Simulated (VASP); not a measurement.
Write the native input for VASP 6.6.1 that does the following.

```
Task                   : single point
Functional             : LDA
Potentials or basis    : VASP PAW LDA potentials, release 64 (Te, Sn_d)
Cutoff                 : 520 eV
k mesh                 : 7 × 7 × 7
Occupations            : fermi-dirac, width 0.05 eV
Spin                   : no spin polarisation
Dipole correction      : no
Further INCAR settings : ALGO = Normal; EDIFF = 1e-06; NBANDS = 17
```

The structure of SnTe lies in POSCAR:

```
SnTe
1.0
    0.0000000000      3.1297027185      3.1297027185
    3.1297027185      0.0000000000      3.1297027185
    3.1297027185      3.1297027185      0.0000000000
Te Sn
1 1
Direct
    0.5000000000      0.5000000000      0.5000000000
    0.0000000000      0.0000000000      0.0000000000
```

One way to write it, as run:

INCAR

```
SYSTEM = SnTe
PREC = Accurate
ENCUT = 520
EDIFF = 1E-6
ISMEAR = -1
SIGMA = 0.05
LREAL = .FALSE.
LASPH = .TRUE.
NELM = 80
ALGO = Normal
ISIF = 2
LWAVE = .FALSE.
LCHARG = .FALSE.
NBANDS = 17
```

KPOINTS

```
Automatic mesh
0
G
  7 7 7
  0 0 0
```

Potentials or basis: VASP PAW LDA potentials, release 64 (Te, Sn_d).

Run with:

```bash
$ cat potpaw_LDA.64/Te/POTCAR potpaw_LDA.64/Sn_d/POTCAR > POTCAR
$ mpirun -np 1 vasp_std > vasp.out
```

It gave:

```json
{
 "Pressure": "-0.6 GPa"
}
```

It took 28 s on 1 thread of AMD EPYC 7R43 64-Core Processor (Zen 3), with other jobs on the host, peak memory 0.15 GiB.
